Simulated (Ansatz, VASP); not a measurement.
One calculation of NaYAgC6N6, two programs

Contents of INCAR:

```
SYSTEM = NaYAgC6N6
ALGO = Normal
EDIFF = 1E-7
ENCUT = 520
GGA = PE
ISIF = 2
ISMEAR = 0
ISPIN = 2
LASPH = .True.
LCHARG = .False.
LMAXMIX = 4
LORBIT = 11
LREAL = Auto
LWAVE = .False.
MAGMOM = 0 0 1 0 0 0 0 0 0 0 0 0 0 0 0
NBANDS = 58
NELM = 150
PREC = Accurate
SIGMA = 0.1
```

Contents of KPOINTS:

```
k-points
0
Gamma
  4 4 4
  0 0 0
```

POSCAR

```
NaYAgC6N6
1.0
    0.0000000000      5.3960000000      5.3960000000
    5.3960000000      0.0000000000      5.3960000000
    5.3960000000      5.3960000000      0.0000000000
Na Y Ag C N
1 1 1 6 6
Direct
    0.7500000000      0.7500000000      0.7500000000
    0.0000000000      0.0000000000      0.0000000000
    0.5000000000      0.5000000000      0.5000000000
    0.8048554500      0.1951445500      0.1951445500
    0.1951445500      0.1951445500      0.8048554500
    0.8048554500      0.1951445500      0.8048554500
    0.1951445500      0.8048554500      0.8048554500
    0.8048554500      0.8048554500      0.1951445500
    0.1951445500      0.8048554500      0.1951445500
    0.6964418100      0.3035581900      0.3035581900
    0.3035581900      0.3035581900      0.6964418100
    0.6964418100      0.3035581900      0.6964418100
    0.3035581900      0.6964418100      0.6964418100
    0.6964418100      0.6964418100      0.3035581900
    0.3035581900      0.6964418100      0.3035581900
```

Input for Ansatz:

```yaml
crystal:
  lattice:
    - [0.0, 5.396, 5.396]
    - [5.396, 0.0, 5.396]
    - [5.396, 5.396, 0.0]
  atoms:
    - { symbol: Na, position: [0.75, 0.75, 0.75] }
    - { symbol: "Y", position: [0.0, 0.0, 0.0] }
    - { symbol: Ag, position: [0.5, 0.5, 0.5], spin: 1.0 }
    - { symbol: C, position: [0.80485545, 0.19514455, 0.19514455] }
    - { symbol: C, position: [0.19514455, 0.19514455, 0.80485545] }
    - { symbol: C, position: [0.80485545, 0.19514455, 0.80485545] }
    - { symbol: C, position: [0.19514455, 0.80485545, 0.80485545] }
    - { symbol: C, position: [0.80485545, 0.80485545, 0.19514455] }
    - { symbol: C, position: [0.19514455, 0.80485545, 0.19514455] }
    - { symbol: "N", position: [0.69644181, 0.30355819, 0.30355819] }
    - { symbol: "N", position: [0.30355819, 0.30355819, 0.69644181] }
    - { symbol: "N", position: [0.69644181, 0.30355819, 0.69644181] }
    - { symbol: "N", position: [0.30355819, 0.69644181, 0.69644181] }
    - { symbol: "N", position: [0.69644181, 0.69644181, 0.30355819] }
    - { symbol: "N", position: [0.30355819, 0.69644181, 0.30355819] }
basis:
  ecutwfc: 420
kpoints:
  mp_grid: { grid: [4, 4, 4] }
hamiltonian:
  xc: pbe
scf:
  occupations: { method: gaussian, width: 0.1 }
  lower_state_search: "off"
output:
  forces: true
  stress: true
  eigenvalues: true
  populations: true
magnetization:
  spin_polarized: true
```

Alike in both runs: task single point; functional PBE; k mesh 4 × 4 × 4; occupations gaussian, width 0.1 eV; collinear spin.

```csv
,VASP,Ansatz
version,VASP 6.6.1,Ansatz 0.2.0
potentials or method,"VASP PAW PBE potentials, release 64 (Na_pv, Y_sv, Ag, C, N), cutoff 520 eV","scalar-relativistic, plane waves, PAW"
valence electrons in the cell,83,93
```

```csv
,VASP,Ansatz,Ansatz less VASP
gap on the k mesh at the Fermi level (eV),none,none,-
pressure (GPa),17.0,16.8,-0.23
rms of the force components (eV/Å),1.860,2.071,+0.2106
net moment per atom (μB),0.00,0.07,+0.067
size of the moment on the site where the two differ most (μB),0.00,0.51,+0.511
```

Site moments also hang on the region over which each program counts them. Atom by atom the forces differ by 0.236 eV/Å (rms over components). A gap of «none» marks a metal or a gap that the smearing closes. VASP's potentials hold 83 valence electrons a cell and Ansatz's 93, so a difference there can come from the potentials and not from the codes.

Noted on VASP's run: the standard files for N, O and F lose accuracy on very short bonds.
